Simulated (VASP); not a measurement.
In3Sb2As:

```xyz
6
Lattice="4.7773 0.0000 0.0000 -2.3887 4.1373 0.0000 0.0000 0.0000 8.3581" Properties=species:S:1:pos:R:3 pbc="T T T"
In    2.3887    1.3791    4.0359
In    2.3887    1.3791    0.3210
In    0.0000    0.0000    8.0320
Sb    0.0000    2.7582    6.1186
Sb    0.0000    2.7582    2.1992
As    0.0000    0.0000    4.3674
```

The cell was generated, and may not be a known phase.

| Property | Result |
| --- | --- |
| Program | VASP 6.6.1 |
| Task | relaxation of cell and atoms |
| Functional | PBE |
| Potentials or basis | VASP PAW PBE potentials, release 64 (In_d, Sb, As) |
| Cutoff | 600 eV |
| k mesh | 4 × 4 × 2 |
| Occupations | gaussian, width 0.2 eV |
| Spin | no spin polarisation |

At the start: pressure 0.7 GPa; volume 27.53 Å³/atom.

Question: How do energy, volume and symmetry change on relaxing?

Answer: Over 34 steps the energy falls by 144.9 meV/atom and the volume is 26.58 Å³/atom (-3.5 %); space group P3m1 (No. 156, to 0.1 Å) before and after.

The path:
```tsv
step	energy change (eV)	largest force (eV/Å)	pressure (GPa)	volume (Å³)
1	0.0000	0.6290	0.67	165.20
2	-0.0739	0.5389	-0.35	167.95
3	-0.1253	0.4179	-2.75	176.16
4	-0.1321	0.4159	-2.22	174.06
5	-0.1760	0.4175	-2.02	172.68
6	-0.2876	0.4315	-1.31	168.50
7	-0.2530	1.2374	1.29	159.91
8	-0.3314	0.4601	-0.76	165.98
9	-0.3425	0.6390	0.04	163.06
10	-0.3456	0.5131	-0.31	164.26
11	-0.3816	0.5220	-0.02	162.93
12	-0.4336	0.6821	1.08	159.08
13	-0.4698	0.6007	0.75	159.94
14	-0.5337	0.6553	0.01	162.50
15	-0.5409	0.8058	-0.24	163.72
16	-0.5958	0.5468	-0.36	163.75
17	-0.6307	0.2374	-0.42	163.80
18	-0.6437	0.2506	0.02	161.91
19	-0.6502	0.2687	0.61	159.55
20	-0.6588	0.2472	0.47	159.64
21	-0.6741	0.2497	0.09	159.89
22	-0.6752	0.2842	-0.05	159.98
23	-0.6893	0.2734	-0.22	159.94
24	-0.7080	0.3616	-0.60	159.84
25	-0.7262	0.3531	-0.02	157.58
26	-0.7377	0.3319	0.96	154.29
27	-0.7510	0.3137	0.97	154.15
28	-0.7853	0.2486	1.05	153.75
29	-0.8099	0.2667	1.26	152.93
30	-0.8338	0.2650	-0.11	157.36
31	-0.8339	0.2670	-0.22	157.79
32	-0.8467	0.2426	-0.09	157.68
33	-0.8627	0.1632	0.37	157.30
34	-0.8695	0.0631	-0.21	159.49
```

Final structure:
```cif
data_structure
_symmetry_space_group_name_H-M 'P 1'
_symmetry_Int_Tables_number 1
_cell_length_a 5.1218
_cell_length_b 5.1218
_cell_length_c 7.0206
_cell_angle_alpha 90.000
_cell_angle_beta 90.000
_cell_angle_gamma 120.000
_cell_volume 159.49
loop_
_atom_site_label
_atom_site_type_symbol
_atom_site_fract_x
_atom_site_fract_y
_atom_site_fract_z
_atom_site_occupancy
In1 In 0.66667 0.33333 0.56036 1
In2 In 0.66667 0.33333 0.09493 1
In3 In 0.00000 0.00000 0.89429 1
Sb1 Sb 0.33333 0.66667 0.72880 1
Sb2 Sb 0.33333 0.66667 0.28326 1
As1 As 0.00000 0.00000 0.43836 1
```

Caveat: the k points lie up to 0.45 Å⁻¹ apart in the final cell, too coarse for converged energies and pressures of a metal; a cell axis changed by over 15 % at a fixed basis, so the end point is rough; the relaxation stopped at a loose force limit of 0.08 eV/Å, so its end isn't a converged minimum.
